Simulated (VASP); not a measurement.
# TiO2 (I4_1/amd) in VASP: further runs

TiO2 is run at these levels: PBE+U; tasks: single point.

Program: VASP 6.6.1. These are calculated values, not measurements. Logs are shortened: lines on timing, memory, paths and dates and some standing lists are left out, and cuts for length are marked.

### 1 The cell of the first run

Symmetry: I4_1/amd, No. 141, tetragonal system. Conventional cell: a = 3.661 Å, b = 3.661 Å, c = 10.631 Å, α = 90.00°, β = 90.00°, γ = 90.00°. Within 2.5 Å of Ti (site symmetry -4m2) lie 6 O at 1.87 to 2.29 Å. O (site symmetry 2mm) has 3 Ti at 1.87 to 2.29 Å within 2.5 Å.

### 2 Single point, PBE+U (c/a of the conventional cell at fixed volume 2.9036)

INCAR reads:

```
PREC = Accurate
ENCUT = 520
EDIFF = 1E-6
ISMEAR = 0
SIGMA = 0.05
LREAL = F
LASPH = T
NELM = 150
ALGO = Normal
ISIF = 2
LWAVE = F
LCHARG = F
LMAXMIX = 4
LDAU = T
LDAUTYPE = 2
LDAUL = 2 -1
LDAUU = 4 0
LDAUJ = 0 0
LDAUPRINT = 1
GGA = PE
NBANDS = 33
```

KPOINTS reads:

```
Automatic mesh
0
Gamma
  8 8 8
```

POSCAR reads:

```
TiO2
1.0
   -1.8306501367      1.8306501367      5.3154757370
    1.8306501367     -1.8306501367      5.3154757370
    1.8306501367      1.8306501367     -5.3154757370
Ti O
2 4
Direct
    0.0000000000      0.0000000000      0.0000000000
    0.7500000000      0.2500000000      0.5000000000
    0.2154529329      0.2154529329      0.0000000000
    0.9654529329      0.4654529329      0.5000000000
    0.5345470671      0.0345470671      0.5000000000
    0.7845470671      0.7845470671      0.0000000000
```

Potentials or basis: VASP PAW PBE potentials, release 64 (Ti_sv, O).

Launch:

```sh
$ cat potpaw_PBE.64/Ti_sv/POTCAR potpaw_PBE.64/O/POTCAR > POTCAR
$ mpirun -np 1 vasp_std > vasp.out
```

OUTCAR:

```text
PREC = Accurate
   ENCUT = 520
   EDIFF = 1E-6
   ISMEAR = 0
   LREAL = F
   LASPH = T
   NELM = 150
   ISIF = 2
   GGA = PE

 ion  position               nearest neighbor table
   1  0.000  0.000  0.000-   5 1.87   4 1.87   5 1.87   4 1.87   3 2.29   6 2.29
   2  0.750  0.250  0.500-   6 1.87   3 1.87   6 1.87   3 1.87   4 2.29   5 2.29
   3  0.215  0.215  0.000-   2 1.87   2 1.87   1 2.29
   4  0.965  0.465  0.500-   1 1.87   1 1.87   2 2.29
   5  0.535  0.035  0.500-   1 1.87   1 1.87   2 2.29
   6  0.785  0.785  0.000-   2 1.87   2 1.87   1 2.29

  LATTYP: Found a body centered tetragonal cell.
 ALAT       =     3.6613002734
 C/A-ratio  =     2.9036000000

  Lattice vectors:

 A1 = (  -1.8306501367,   1.8306501367,   5.3154757370)
 A2 = (   1.8306501367,  -1.8306501367,   5.3154757370)
 A3 = (   1.8306501367,   1.8306501367,  -5.3154757370)

Analysis of symmetry for initial positions (statically):
=====================================================================
 Subroutine PRICEL returns:
 Original cell was already a primitive cell.

 Routine SETGRP: Setting up the symmetry group for a
 body centered tetragonal supercell.

 Subroutine GETGRP returns: Found 16 space group operations
 (whereof  8 operations were pure point group operations)
 out of a pool of 16 trial point group operations.

The static configuration has the point symmetry D_2d.
 The point group associated with its full space group is D_4h.

Analysis of symmetry for dynamics (positions and initial velocities):
=====================================================================
 Subroutine PRICEL returns:
 Original cell was already a primitive cell.

 Routine SETGRP: Setting up the symmetry group for a
 body centered tetragonal supercell.

 Subroutine GETGRP returns: Found 16 space group operations
 (whereof  8 operations were pure point group operations)
 out of a pool of 16 trial point group operations.

The dynamic configuration has the point symmetry D_2d.
 The point group associated with its full space group is D_4h.

 Subroutine INISYM returns: Found 16 space group operations
 (whereof  8 operations are pure point group operations),
 and found     1 'primitive' translations

----------------------------------------------------------------------------------------

                                     Primitive cell

  volume of cell :      71.2546

  direct lattice vectors                    reciprocal lattice vectors
    -1.830650137  1.830650137  5.315475737     0.000000000  0.273127011  0.094064958
     1.830650137 -1.830650137  5.315475737     0.273127011  0.000000000  0.094064958
     1.830650137  1.830650137 -5.315475737     0.273127011  0.273127011  0.000000000

  length of vectors
     5.912431154  5.912431154  5.912431154     0.288871218  0.288871218  0.386259923

  position of ions in fractional coordinates (direct lattice)
     0.000000000  0.000000000  0.000000000
     0.750000000  0.250000000  0.500000000
     0.215452933  0.215452933  0.000000000
     0.965452933  0.465452933  0.500000000
     0.534547067  0.034547067  0.500000000
     0.784547067  0.784547067  0.000000000

  ion indices of the primitive-cell ions
   primitive index   ion index
                 1           1
                 2           2
                 3           3
                 4           4
                 5           5
                 6           6

----------------------------------------------------------------------------------------

[... 102 lines left out ...]
   LEPSILON=     F    determine dielectric tensor
   LRPA    =     F    only Hartree local field effects (RPA)
 non-spin polarized calculation
 Gauss-broadening in eV      SIGMA  =   0.05
  energy-cutoff  :      520.00
  volume of cell :       71.25
 maximum number of plane-waves:      1940
 NGX is ok and might be reduce to    48
   NGX = 21   NGY = 21   NGZ = 21

atom =   1  type =  1  l = 2

 onsite density matrix

spin component  1

  0.1362  0.0000 -0.0000  0.0000  0.0000
  0.0000  0.1096 -0.0000  0.0000 -0.0000
 -0.0000 -0.0000  0.1781  0.0000 -0.0000
  0.0000  0.0000  0.0000  0.1096  0.0000
  0.0000 -0.0000 -0.0000  0.0000  0.2969

spin component  2

  0.1362  0.0000 -0.0000  0.0000  0.0000
  0.0000  0.1096 -0.0000  0.0000 -0.0000
 -0.0000 -0.0000  0.1781  0.0000 -0.0000
  0.0000  0.0000  0.0000  0.1096  0.0000
  0.0000 -0.0000 -0.0000  0.0000  0.2969

 occupancies and eigenvectors

  o =  0.1096  v =  0.0000 -0.3753 -0.0000 -0.9269  0.0000  0.0000  0.0000  0.0000  0.0000  0.0000      0.0000  0.0000  0.0000  0.0000  0.0000  0.0000  0.0000  0.0000  0.0000  0.0000
  o =  0.1096  v =  0.0000  0.0000  0.0000  0.0000  0.0000  0.0000 -0.3753 -0.0000 -0.9269  0.0000      0.0000  0.0000  0.0000  0.0000  0.0000  0.0000  0.0000  0.0000  0.0000  0.0000
  o =  0.1096  v =  0.0000 -0.9269  0.0000  0.3753  0.0000  0.0000  0.0000  0.0000  0.0000  0.0000      0.0000  0.0000  0.0000  0.0000  0.0000  0.0000  0.0000  0.0000  0.0000  0.0000
  o =  0.1096  v =  0.0000  0.0000  0.0000  0.0000  0.0000  0.0000 -0.9269  0.0000  0.3753  0.0000      0.0000  0.0000  0.0000  0.0000  0.0000  0.0000  0.0000  0.0000  0.0000  0.0000
  o =  0.1362  v =  0.0000  0.0000  0.0000  0.0000  0.0000  1.0000  0.0000  0.0000  0.0000  0.0000      0.0000  0.0000  0.0000  0.0000  0.0000  0.0000  0.0000  0.0000  0.0000  0.0000
  o =  0.1362  v =  1.0000  0.0000  0.0000  0.0000  0.0000  0.0000  0.0000  0.0000  0.0000  0.0000      0.0000  0.0000  0.0000  0.0000  0.0000  0.0000  0.0000  0.0000  0.0000  0.0000
  o =  0.1781  v =  0.0000 -0.0000 -1.0000  0.0000 -0.0000  0.0000  0.0000  0.0000  0.0000  0.0000      0.0000  0.0000  0.0000  0.0000  0.0000  0.0000  0.0000  0.0000  0.0000  0.0000
  o =  0.1781  v =  0.0000  0.0000  0.0000  0.0000  0.0000  0.0000 -0.0000 -1.0000  0.0000 -0.0000      0.0000  0.0000  0.0000  0.0000  0.0000  0.0000  0.0000  0.0000  0.0000  0.0000
  o =  0.2969  v =  0.0000  0.0000  0.0000  0.0000  0.0000  0.0000 -0.0000 -0.0000 -0.0000 -1.0000      0.0000  0.0000  0.0000  0.0000  0.0000  0.0000  0.0000  0.0000  0.0000  0.0000
  o =  0.2969  v =  0.0000 -0.0000 -0.0000 -0.0000 -1.0000  0.0000  0.0000  0.0000  0.0000  0.0000      0.0000  0.0000  0.0000  0.0000  0.0000  0.0000  0.0000  0.0000  0.0000  0.0000

atom =   2  type =  1  l = 2

 onsite density matrix

spin component  1

  0.1362  0.0000 -0.0000  0.0000  0.0000
  0.0000  0.1096 -0.0000  0.0000 -0.0000
 -0.0000 -0.0000  0.1781  0.0000 -0.0000
  0.0000  0.0000  0.0000  0.1096  0.0000
  0.0000 -0.0000 -0.0000  0.0000  0.2969

spin component  2

  0.1362  0.0000 -0.0000  0.0000  0.0000
  0.0000  0.1096 -0.0000  0.0000 -0.0000
 -0.0000 -0.0000  0.1781  0.0000 -0.0000
  0.0000  0.0000  0.0000  0.1096  0.0000
  0.0000 -0.0000 -0.0000  0.0000  0.2969

 occupancies and eigenvectors

  o =  0.1096  v =  0.0000 -0.7415 -0.0000  0.6709  0.0000  0.0000  0.0000  0.0000  0.0000  0.0000      0.0000  0.0000  0.0000  0.0000  0.0000  0.0000  0.0000  0.0000  0.0000  0.0000
  o =  0.1096  v =  0.0000  0.0000  0.0000  0.0000  0.0000  0.0000 -0.7415 -0.0000  0.6709  0.0000      0.0000  0.0000  0.0000  0.0000  0.0000  0.0000  0.0000  0.0000  0.0000  0.0000
  o =  0.1096  v =  0.0000 -0.6709 -0.0000 -0.7415  0.0000  0.0000  0.0000  0.0000  0.0000  0.0000      0.0000  0.0000  0.0000  0.0000  0.0000  0.0000  0.0000  0.0000  0.0000  0.0000
  o =  0.1096  v =  0.0000  0.0000  0.0000  0.0000  0.0000  0.0000 -0.6709 -0.0000 -0.7415  0.0000      0.0000  0.0000  0.0000  0.0000  0.0000  0.0000  0.0000  0.0000  0.0000  0.0000
  o =  0.1362  v =  1.0000  0.0000  0.0000  0.0000  0.0000  0.0000  0.0000  0.0000  0.0000  0.0000      0.0000  0.0000  0.0000  0.0000  0.0000  0.0000  0.0000  0.0000  0.0000  0.0000
  o =  0.1362  v =  0.0000  0.0000  0.0000  0.0000  0.0000  1.0000  0.0000  0.0000  0.0000  0.0000      0.0000  0.0000  0.0000  0.0000  0.0000  0.0000  0.0000  0.0000  0.0000  0.0000
  o =  0.1781  v =  0.0000  0.0000  0.0000  0.0000  0.0000  0.0000  0.0000 -1.0000 -0.0000 -0.0000      0.0000  0.0000  0.0000  0.0000  0.0000  0.0000  0.0000  0.0000  0.0000  0.0000
  o =  0.1781  v =  0.0000  0.0000 -1.0000 -0.0000 -0.0000  0.0000  0.0000  0.0000  0.0000  0.0000      0.0000  0.0000  0.0000  0.0000  0.0000  0.0000  0.0000  0.0000  0.0000  0.0000
  o =  0.2969  v =  0.0000  0.0000  0.0000  0.0000  0.0000  0.0000 -0.0000  0.0000  0.0000 -1.0000      0.0000  0.0000  0.0000  0.0000  0.0000  0.0000  0.0000  0.0000  0.0000  0.0000
  o =  0.2969  v =  0.0000 -0.0000  0.0000  0.0000 -1.0000  0.0000  0.0000  0.0000  0.0000  0.0000      0.0000  0.0000  0.0000  0.0000  0.0000  0.0000  0.0000  0.0000  0.0000  0.0000

 number of electron      47.9999997 magnetization

 Free energy of the ion-electron system (eV)
  ---------------------------------------------------
  ext. energy  EPLUGINS =         0.00000000
  ---------------------------------------------------
  free energy    TOTEN  =       -47.33137104 eV

  energy without entropy =      -47.33137104  energy(sigma->0) =      -47.33137104

 E-fermi :   4.0219     XC(G=0): -10.5356

 val. band max:        3.6394994920   @ k =   0.5000   0.5000  -0.0000
 cond. band min:       6.0983098281   @ k =   0.0000   0.0000   0.0000
 fundamental gap:      2.4588103361
 Fermi energy:         4.0218558101

 k-point     1 :       0.0000    0.0000    0.0000
  band No.  band energies     occupation
      1     -54.1523      2.00000
      2     -54.1272      2.00000
      3     -30.5189      2.00000
      4     -30.3201      2.00000
      5     -30.3019      2.00000
      6     -30.3019      2.00000
[... 853 lines left out ...]
     32       8.7258      0.00000
     33      10.8558      0.00000

 [... further k-points ...]
[... 5 lines left out ...]
  --------------------------------------------------------------------------------------
  -------------------------------------------------------------------------------------
  Total       10.0757359     10.0757359     -6.1199296      0.0000000      0.0000000      0.0000000
  in kB      226.5554530    226.5554530   -137.6081558      0.0000000      0.0000000      0.0000000
  external PRESSURE =     105.1675834 kB  Pullay stress =       0.0000000 kB

 VOLUME and BASIS-vectors are now :
 -----------------------------------------------------------------------------
  energy-cutoff  :      520.00
  volume of cell :       71.25
      direct lattice vectors                 reciprocal lattice vectors
    -1.830650137  1.830650137  5.315475737     0.000000000  0.273127011  0.094064958
     1.830650137 -1.830650137  5.315475737     0.273127011  0.000000000  0.094064958
     1.830650137  1.830650137 -5.315475737     0.273127011  0.273127011  0.000000000

 POSITION                                       TOTAL-FORCE (eV/Angst)
 -----------------------------------------------------------------------------------
      0.00000      0.00000      0.00000         0.000000      0.000000      0.000000
      0.00000      1.83065      2.65774         0.000000      0.000000      0.000000
      0.00000      0.00000      2.29047         0.000000      0.000000     -1.849847
      0.00000      1.83065      4.94821        -0.000000     -0.000000     -1.849847
      0.00000      1.83065      0.36727        -0.000000     -0.000000      1.849847
      0.00000      0.00000      8.34048        -0.000000     -0.000000      1.849847
 -----------------------------------------------------------------------------------
    total drift:                                0.000000     -0.000000      0.000000

  FREE ENERGIE OF THE ION-ELECTRON SYSTEM (eV)
  ---------------------------------------------------
  free  energy   TOTEN  =       -47.3313710384 eV

  energy  without entropy=      -47.3313710384  energy(sigma->0) =      -47.33137104
```

Run time: 6.9 min. Hardware: 1 thread of Intel Xeon 6975P-C, shared host; peak memory 0.38 GiB.

Results:

```
Free energy            : -47.3314 eV
Pressure               : 10.5 GPa
Largest force          : 1.850 eV/Å
Band gap on the k mesh : 2.46 eV, indirect (least direct gap 2.96 eV)
```

Forces on the atoms (eV/Å):
```
Ti   0.000  0.000  0.000
Ti   0.000  0.000  0.000
O    0.000  0.000 -1.850
O    0.000  0.000 -1.850
O    0.000  0.000  1.850
O    0.000  0.000  1.850
```

Stress tensor (GPa, compression positive):
```
 22.66   0.00   0.00
  0.00  22.66   0.00
  0.00   0.00 -13.76
```

Levels at points of the mesh, in eV from the valence-band top:
```
           k point  band 22  band 23  band 24  band 25  band 26  band 27
(0.00, 0.00, 0.00)    -1.34    -0.79    -0.79     2.46     2.86     3.90
(0.50, 0.00, 0.00)    -1.66    -1.29    -1.14     3.50     3.55     3.57
(0.50, 0.50, 0.00)    -2.68     0.00     0.00     3.32     3.32     3.93
(0.50, 0.50, 0.50)    -1.66    -0.59    -0.59     2.65     2.65     3.91
```

Eigenvalues of the final occupation matrices:
```csv
site,spin,trace,eigenvalues
site 1 d,1,0.83,0.11 0.11 0.14 0.18 0.30
site 1 d,2,0.83,0.11 0.11 0.14 0.18 0.30
site 2 d,1,0.83,0.11 0.11 0.14 0.18 0.30
site 2 d,2,0.83,0.11 0.11 0.14 0.18 0.30
```

Caveat: forces of over 1 eV/Å act on the atoms, so gaps and moduli don't describe the material at rest.

### 3 Single point, PBE+U (c/a of the conventional cell at fixed volume 2.2204)

INCAR reads:

```
SYSTEM = TiO2
  PREC = Accurate
  ENCUT = 520
  EDIFF = 1E-7
  ISMEAR = 0
  SIGMA = 0.05
  LREAL = .False.
  LASPH = .True.
  NELM = 150
  ALGO = Normal
  ISIF = 2
  LWAVE = .False.
  LCHARG = .False.
  LMAXMIX = 4
  LDAU = .True.
  LDAUTYPE = 2
  LDAUL = 2 -1
  LDAUU = 4 0
  LDAUJ = 0 0
  LDAUPRINT = 1
  GGA = PE
  NBANDS = 33
```

KPOINTS reads:

```
Automatic mesh
0
Gamma
  8 8 8
  0 0 0
```

POSCAR reads:

```
TiO2
1.0
   -2.0018915300      2.0018915300      4.4449999531
    2.0018915300     -2.0018915300      4.4449999531
    2.0018915300      2.0018915300     -4.4449999531
Ti O
2 4
Direct
    0.0000000000      0.0000000000      0.0000000000
    0.7500000000      0.2500000000      0.5000000000
    0.2052277854      0.2052277854      0.0000000000
    0.9552277854      0.4552277854      0.5000000000
    0.5447722146      0.0447722146      0.5000000000
    0.7947722146      0.7947722146      0.0000000000
```

Potentials or basis: VASP PAW PBE potentials, release 64 (Ti_sv, O).

Launch:

```sh
$ cat potpaw_PBE.64/Ti_sv/POTCAR potpaw_PBE.64/O/POTCAR > POTCAR
$ mpirun -np 1 vasp_std > vasp.out
```

It took 4.3 min on 1 thread of Intel Xeon 6975P-C, shared host; peak memory 0.3 GiB.

It converged, with:

```yaml
Free_energy: -47.5881 eV
Pressure: 13.0 GPa
Largest_force: 2.849 eV/Å
Band_gap_on_the_k_mesh: 2.74 eV, indirect (least direct gap 2.99 eV)
```

Forces in eV/Å, atoms in the order of the input:
```
Ti   0.000  0.000  0.000
Ti   0.000  0.000  0.000
O    0.000  0.000  2.849
O    0.000  0.000  2.849
O    0.000  0.000 -2.849
O    0.000  0.000 -2.849
```

Stress tensor (GPa, compression positive):
```
-3.43  0.00  0.00
 0.00 -3.43  0.00
 0.00  0.00 45.76
```

Levels at points of the mesh, in eV from the valence-band top:
```csv
k point,band 20,band 21,band 22,band 23,band 24,band 25,band 26,band 27,band 28,band 29
"(0.00, 0.00, 0.00)",-0.41,-0.41,-0.27,-0.27,-0.26,2.74,3.83,4.58,4.67,4.67
"(0.50, 0.00, 0.00)",-1.62,-1.44,-0.70,-0.52,-0.25,3.72,4.15,4.22,4.41,4.94
"(0.50, 0.50, 0.00)",-2.33,-1.46,-1.46,-0.01,-0.01,4.15,4.15,4.50,4.50,5.24
"(0.50, 0.50, 0.50)",-0.99,-0.86,-0.86,-0.20,-0.20,3.26,3.26,4.67,4.67,4.69
```

Eigenvalues of the final occupation matrices:
| site | spin | trace | eigenvalues |
| --- | --- | --- | --- |
| site 1 d | 1 | 0.83 | 0.08 0.12 0.12 0.20 0.32 |
| site 1 d | 2 | 0.83 | 0.08 0.12 0.12 0.20 0.32 |
| site 2 d | 1 | 0.83 | 0.08 0.12 0.12 0.20 0.32 |
| site 2 d | 2 | 0.83 | 0.08 0.12 0.12 0.20 0.32 |

Caveat: forces of over 1 eV/Å act on the atoms, so gaps and moduli don't describe the material at rest. A k mesh can miss the band edges.

(Continued in part 2 of 3.)
